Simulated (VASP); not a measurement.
Wanted: the native input for a VASP 6.6.1 run.

| Item | Value |
| --- | --- |
| Task | single point |
| Functional | LDA |
| Potentials or basis | VASP PAW LDA potentials, release 64 (Cs_sv, H) |
| Cutoff | 520 eV |
| k mesh | 12 × 12 × 12 |
| Occupations | fermi-dirac, width 0.05 eV |
| Spin | no spin polarisation |
| Dipole correction | no |
| Further INCAR settings | ALGO = Normal; EDIFF = 1e-06; NBANDS = 12 |

The structure of CsH (rocksalt type) lies in POSCAR:

```
CsH
1.0
    0.0000000000      2.3005375600      2.3005375600
    2.3005375600      0.0000000000      2.3005375600
    2.3005375600      2.3005375600      0.0000000000
Cs H
1 1
Direct
    0.0000000000      0.0000000000      0.0000000000
    0.5000000000      0.5000000000      0.5000000000
```

This cell differs from its parent crystal: volume scaled by 0.43.

The input as run:

INCAR

```
PREC = Accurate ; ENCUT = 520
EDIFF = 1E-6 ; ISMEAR = -1
SIGMA = 0.05 ; LREAL = False
LASPH = True ; NELM = 80
ALGO = Normal ; ISIF = 2
LWAVE = False ; LCHARG = False
GGA = CA ; NBANDS = 12
```

KPOINTS

```
regular mesh
0
Gamma
  12 12 12
```

Potentials or basis: VASP PAW LDA potentials, release 64 (Cs_sv, H).

Command:

```console
$ cat potpaw_LDA.64/Cs_sv/POTCAR potpaw_LDA.64/H/POTCAR > POTCAR
$ mpirun -np 1 vasp_std > vasp.out
```

Results of the run:

The pressure is 55.7 GPa and the band gap on the k mesh is zero (band 5 reaches 8.26 eV, above the bottom of band 6 at 6.93 eV).

Caveat: spin-orbit coupling is left out, which moves the levels of the heavy elements.

Wall time 9 s on 1 thread of AMD EPYC 9R45 96-Core Processor (Zen 5), with other jobs on the host, peak memory 0.11 GiB.
